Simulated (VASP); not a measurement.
# MgCuGe (P4/nmm) in VASP: single point with LDA

Aim: the single point of MgCuGe with LDA.

Everything below comes from runs of VASP 6.6.1. Logs are shortened: lines on timing, memory, paths and dates and some standing lists are left out, and cuts for length are marked.

**1. The cell of the first run**

It takes space group P4/nmm (No. 129, tetragonal). The conventional cell has a = 4.005 Å, b = 4.005 Å, c = 6.395 Å, α = 90.00°, β = 90.00°, γ = 90.00°. Within 3.2 Å of Ge (site symmetry 4mm) lie 5 Cu at 2.43 to 2.84 Å and 4 Mg at 2.87 Å. Within 3.2 Å of Cu (site symmetry 4mm) lie 5 Ge at 2.43 to 2.84 Å and 4 Mg at 2.76 Å. Mg (site symmetry -4m2) has 4 Cu at 2.76 Å and 4 Mg at 2.83 Å and 4 Ge at 2.87 Å within 3.6 Å.

**2. Single point, LDA**

The input, INCAR:

```
PREC = Accurate
ENCUT = 520
EDIFF = 1E-6
ISMEAR = 0
SIGMA = 0.05
LREAL = False
LASPH = True
NELM = 100
ALGO = Fast
ISIF = 2
LWAVE = False
LCHARG = True
GGA = CA
LELF = True
LVHAR = True
NBANDS = 36
```

The input, KPOINTS:

```
regular mesh
0
Gamma
  7 7 4
```

The input, POSCAR:

```
MgCuGe
1.0
    4.0053020000      0.0000000000      0.0000000000
    0.0000000000      4.0053020000      0.0000000000
    0.0000000000      0.0000000000      6.3947530000
Ge Cu Mg
2 2 2
Direct
    0.5000000000      0.0000000000      0.3220180000
    0.0000000000      0.5000000000      0.6779820000
    0.5000000000      0.0000000000      0.7019580000
    0.0000000000      0.5000000000      0.2980420000
    0.5000000000      0.5000000000      0.0000000000
    0.0000000000      0.0000000000      0.0000000000
```

Potentials or basis: VASP PAW LDA potentials, release 64 (Ge_d, Cu, Mg).

Started as:

```bash
$ cat potpaw_LDA.64/Ge_d/POTCAR potpaw_LDA.64/Cu/POTCAR potpaw_LDA.64/Mg/POTCAR > POTCAR
$ mpirun -np 1 vasp_std > vasp.out
```

OUTCAR:

```text
PREC = Accurate
   ENCUT = 520
   EDIFF = 1E-6
   ISMEAR = 0
   LREAL = False
   LASPH = True
   NELM = 100
   ISIF = 2
   GGA = CA

 ion  position               nearest neighbor table
   1  0.500  0.000  0.322-   3 2.43   4 2.84   4 2.84   4 2.84   4 2.84   5 2.87   6 2.87   6 2.87
                             5 2.87
   2  0.000  0.500  0.678-   4 2.43   3 2.84   3 2.84   3 2.84   3 2.84   6 2.87   6 2.87   5 2.87
                             5 2.87
   3  0.500  0.000  0.702-   1 2.43   5 2.76   6 2.76   5 2.76   6 2.76   2 2.84   2 2.84   2 2.84
                             2 2.84
   4  0.000  0.500  0.298-   2 2.43   5 2.76   6 2.76   6 2.76   5 2.76   1 2.84   1 2.84   1 2.84
                             1 2.84
   5  0.500  0.500  0.000-   3 2.76   4 2.76   3 2.76   4 2.76   6 2.83   6 2.83   6 2.83   6 2.83
                             2 2.87   1 2.87   2 2.87   1 2.87
   6  0.000  0.000  0.000-   3 2.76   4 2.76   4 2.76   3 2.76   5 2.83   5 2.83   5 2.83   5 2.83
                             1 2.87   2 2.87   2 2.87   1 2.87

  LATTYP: Found a simple tetragonal cell.
 ALAT       =     4.0053020000
 C/A-ratio  =     1.5965719938

  Lattice vectors:

 A1 = (   4.0053020000,   0.0000000000,   0.0000000000)
 A2 = (   0.0000000000,   4.0053020000,   0.0000000000)
 A3 = (   0.0000000000,   0.0000000000,   6.3947530000)

Analysis of symmetry for initial positions (statically):
=====================================================================
 Subroutine PRICEL returns:
 Original cell was already a primitive cell.

 Routine SETGRP: Setting up the symmetry group for a
 simple tetragonal supercell.

 Subroutine GETGRP returns: Found 16 space group operations
 (whereof  8 operations were pure point group operations)
 out of a pool of 16 trial point group operations.

The static configuration has the point symmetry D_2d.
 The point group associated with its full space group is D_4h.

Analysis of symmetry for dynamics (positions and initial velocities):
=====================================================================
 Subroutine PRICEL returns:
 Original cell was already a primitive cell.

 Routine SETGRP: Setting up the symmetry group for a
 simple tetragonal supercell.

 Subroutine GETGRP returns: Found 16 space group operations
 (whereof  8 operations were pure point group operations)
 out of a pool of 16 trial point group operations.

The dynamic configuration has the point symmetry D_2d.
 The point group associated with its full space group is D_4h.

 Subroutine INISYM returns: Found 16 space group operations
 (whereof  8 operations are pure point group operations),
 and found     1 'primitive' translations

----------------------------------------------------------------------------------------

                                     Primitive cell

  volume of cell :     102.5875

  direct lattice vectors                    reciprocal lattice vectors
     4.005302000  0.000000000  0.000000000     0.249669064  0.000000000  0.000000000
     0.000000000  4.005302000  0.000000000     0.000000000  0.249669064  0.000000000
     0.000000000  0.000000000  6.394753000     0.000000000  0.000000000  0.156378206

  length of vectors
     4.005302000  4.005302000  6.394753000     0.249669064  0.249669064  0.156378206

  position of ions in fractional coordinates (direct lattice)
     0.500000000  0.000000000  0.322018000
     0.000000000  0.500000000  0.677982000
     0.500000000  0.000000000  0.701958000
     0.000000000  0.500000000  0.298042000
     0.500000000  0.500000000  0.000000000
     0.000000000  0.000000000  0.000000000

  ion indices of the primitive-cell ions
   primitive index   ion index
                 1           1
                 2           2
                 3           3
                 4           4
                 5           5
                 6           6

----------------------------------------------------------------------------------------

 KPOINTS: regular mesh

Automatic generation of k-mesh.
 Grid dimensions read from file:
 generate k-points for:    7    7    4

 Generating k-lattice:

  Cartesian coordinates                     Fractional coordinates (reciprocal lattice)
     0.035667009  0.000000000  0.000000000     0.142857143  0.000000000  0.000000000
     0.000000000  0.035667009  0.000000000     0.000000000  0.142857143  0.000000000
     0.000000000  0.000000000  0.039094551     0.000000000  0.000000000  0.250000000

  Length of vectors
     0.035667009  0.035667009  0.039094551

  Shift w.r.t. Gamma in fractional coordinates (k-lattice)
     0.000000000  0.000000000  0.000000000

 Subroutine IBZKPT returns following result:
 ===========================================

 Found     30 irreducible k-points:

 Following reciprocal coordinates:
            Coordinates               Weight
  0.000000  0.000000  0.000000      1.000000
  0.142857  0.000000  0.000000      4.000000
  0.285714  0.000000  0.000000      4.000000
  0.428571  0.000000  0.000000      4.000000
  0.142857  0.142857  0.000000      4.000000
  0.285714  0.142857  0.000000      8.000000
[... 16 lines left out ...]
  0.285714  0.000000  0.500000      4.000000
  0.428571  0.000000  0.500000      4.000000
 [... further k-points ...]
   k-points           NKPTS =     30   k-points in BZ     NKDIM =     30   number of bands    NBANDS=     36
   number of dos      NEDOS =    301   number of ions     NIONS =      6
   total plane-waves  NPLWV =  43200
   dimension x,y,z NGX =    30 NGY =   30 NGZ =   48
   dimension x,y,z NGXF=    60 NGYF=   60 NGZF=   96
   ions per type =               2   2   2
   NGX,Y,Z   is equivalent  to a cutoff of  12.45, 12.45, 12.48 a.u.
   NGXF,Y,Z  is equivalent  to a cutoff of  24.90, 24.90, 24.96 a.u.
 SYSTEM =  unknown system
   PREC   = accura    normal or accurate (medium, high low for compatibility)
   ISTART =      0    job   : 0-new  1-cont  2-samecut
   ICHARG =      2    charge: 1-file 2-atom 10-const
   ISPIN  =      1    spin polarized calculation?
   LNONCOLLINEAR =      F non collinear calculations
   LSORBIT =      F    spin-orbit coupling
   LASPH  =      T    aspherical Exc in radial PAW
   ENCUT  =  520.0 eV  38.22 Ry    6.18 a.u.   7.45  7.45 11.89*2*pi/ulx,y,z
   NELM   =    100;   NELMIN=  2; NELMDL= -5     # of ELM steps
   EDIFF  = 0.1E-05   stopping-criterion for ELM
   LREAL  =      F    real-space projection
   EDIFFG = 0.1E-04   stopping-criterion for IOM
   NSW    =      0    number of steps for IOM
   IBRION =     -1    ionic relax: 0-MD 1-quasi-New 2-CG
   NFREE  =      0    steps in history (QN), initial steepest desc. (CG)
   ISIF   =      2    stress and relaxation
   ISYM   =      2    0-nonsym 1-usesym 2-fastsym
   POTIM  = 0.5000    time-step for ionic-motion
   TEBEG  =    0.0;   TEEND  =   0.0 temperature during run
   PSTRESS=    0.0 pullay stress
   NELECT =      54.0000    total number of electrons
   NUPDOWN=      -1.0000    fix difference up-down
   EMIN   =  10.00;   EMAX   =-10.00  energy-range for DOS
   EFERMI =   0.00;   METHOD = LEGACY
   ISMEAR =     0;   SIGMA  =   0.05  broadening in eV -4-tet -1-fermi 0-gaus
   EFERMI_NEDOS =   21; number of points for ismear=-14 and -15
   IALGO  =     68    algorithm
   IMIX   =      4    mixing-type and parameters
     AMIX     =   0.40;   BMIX     =  1.00
     AMIX_MAG =   1.60;   BMIX_MAG =  1.00
  volume/ion in A,a.u.               =      17.10       115.38
  Fermi-wavevector in a.u.,A,eV,Ry     =   1.321827  2.497891 23.772465  1.747227
  Thomas-Fermi vector in A             =   2.451553
   LORBIT       =      0    0 simple, 1 ext, 2 COOP (PROOUT), +10 PAW based schemes
   GGA     = CA    functional components
   LHFCALC =     F    Hartree Fock is set to
   AEXX    =    0.0000 exact exchange contribution
   IVDW    =     0    specifies the selected vdW correction
   LEPSILON=     F    determine dielectric tensor
   LRPA    =     F    only Hartree local field effects (RPA)
 non-spin polarized calculation
 RMM-DIIS sequential band-by-band and
 Gauss-broadening in eV      SIGMA  =   0.05
  energy-cutoff  :      520.00
  volume of cell :      102.59
 maximum number of plane-waves:      2800
 NGX is ok and might be reduce to    30
   NGX = 15   NGY = 15   NGZ = 23

 number of electron      53.9999978 magnetization

 Free energy of the ion-electron system (eV)
  ---------------------------------------------------
  ext. energy  EPLUGINS =         0.00000000
  ---------------------------------------------------
  free energy    TOTEN  =       -23.06447162 eV

  energy without entropy =      -23.05967095  energy(sigma->0) =      -23.06207129

 E-fermi :   5.0265     XC(G=0): -10.9077

 val. band max:        5.0164584565   @ k =   0.1429   0.1429   0.2500
 cond. band min:       5.0379190871   @ k =   0.2857   0.1429   0.2500
 fundamental gap:      0.0214606306
 Fermi energy:         5.0264818436

 k-point     1 :       0.0000    0.0000    0.0000
  band No.  band energies     occupation
      1     -19.4665      2.00000
      2     -19.4656      2.00000
      3     -19.4617      2.00000
      4     -19.4591      2.00000
      5     -19.4339      2.00000
      6     -19.4334      2.00000
[... 28 lines left out ...]
     35      10.9266      0.00000
     36      11.1209      0.00000

 k-point     2 :       0.1429    0.0000    0.0000
  band No.  band energies     occupation
      1     -19.4656      2.00000
      2     -19.4655      2.00000
      3     -19.4611      2.00000
      4     -19.4598      2.00000
      5     -19.4334      2.00000
      6     -19.4333      2.00000
[... 28 lines left out ...]
     35      11.1365      0.00000
     36      11.6218      0.00000
[... 817 lines left out ...]
     35      11.5251      0.00000
     36      11.6614      0.00000

 k-point    24 :       0.4286    0.0000    0.5000
  band No.  band energies     occupation
      1     -19.4646      2.00000
      2     -19.4632      2.00000
      3     -19.4609      2.00000
      4     -19.4599      2.00000
      5     -19.4315      2.00000
      6     -19.4297      2.00000
[... 28 lines left out ...]
     35      10.4706      0.00000
     36      10.5923      0.00000

 [... further k-points ...]

------------------------ aborting loop because EDIFF is reached ----------------------------------------

  FORCE on cell =-STRESS in cart. coord.  units (eV):
  Direction    XX          YY          ZZ          XY          YZ          ZX
  --------------------------------------------------------------------------------------
  -------------------------------------------------------------------------------------
  Total       -3.6366606     -3.6366606     -3.9921958      0.0000000      0.0000000      0.0000000
  in kB      -56.7961694    -56.7961694    -62.3488014      0.0000000      0.0000000      0.0000000
  external PRESSURE =     -58.6470467 kB  Pullay stress =       0.0000000 kB

 VOLUME and BASIS-vectors are now :
 -----------------------------------------------------------------------------
  energy-cutoff  :      520.00
  volume of cell :      102.59
      direct lattice vectors                 reciprocal lattice vectors
     4.005302000  0.000000000  0.000000000     0.249669064  0.000000000  0.000000000
     0.000000000  4.005302000  0.000000000     0.000000000  0.249669064  0.000000000
     0.000000000  0.000000000  6.394753000     0.000000000  0.000000000  0.156378206

 POSITION                                       TOTAL-FORCE (eV/Angst)
 -----------------------------------------------------------------------------------
      2.00265      0.00000      2.05923         0.000000      0.000000      0.193017
      0.00000      2.00265      4.33553         0.000000      0.000000     -0.193017
      2.00265      0.00000      4.48885        -0.000000      0.000000     -0.130250
      0.00000      2.00265      1.90590         0.000000     -0.000000      0.130250
      2.00265      2.00265      0.00000         0.000000     -0.000000      0.000000
      0.00000      0.00000      0.00000         0.000000      0.000000      0.000000
 -----------------------------------------------------------------------------------
    total drift:                                0.000000      0.000000      0.000000

  FREE ENERGIE OF THE ION-ELECTRON SYSTEM (eV)
  ---------------------------------------------------
  free  energy   TOTEN  =       -23.0644716222 eV

  energy  without entropy=      -23.0596709505  energy(sigma->0) =      -23.06207129
```

Run time: 3.3 min. Hardware: 1 thread of AMD EPYC 7R13, shared host; peak memory 0.21 GiB.

What came out:

```
Free energy            : -23.0645 eV
Pressure               : -5.9 GPa
Largest force          : 0.193 eV/Å
Band gap on the k mesh : zero (bands 27 and 28 overlap by 2.62 eV)
```

Forces on the atoms (eV/Å):
```
Ge   0.000  0.000  0.193
Ge   0.000  0.000 -0.193
Cu   0.000  0.000 -0.130
Cu   0.000  0.000  0.130
Mg   0.000  0.000  0.000
Mg   0.000  0.000  0.000
```

Caveat: the cell stands under tension.
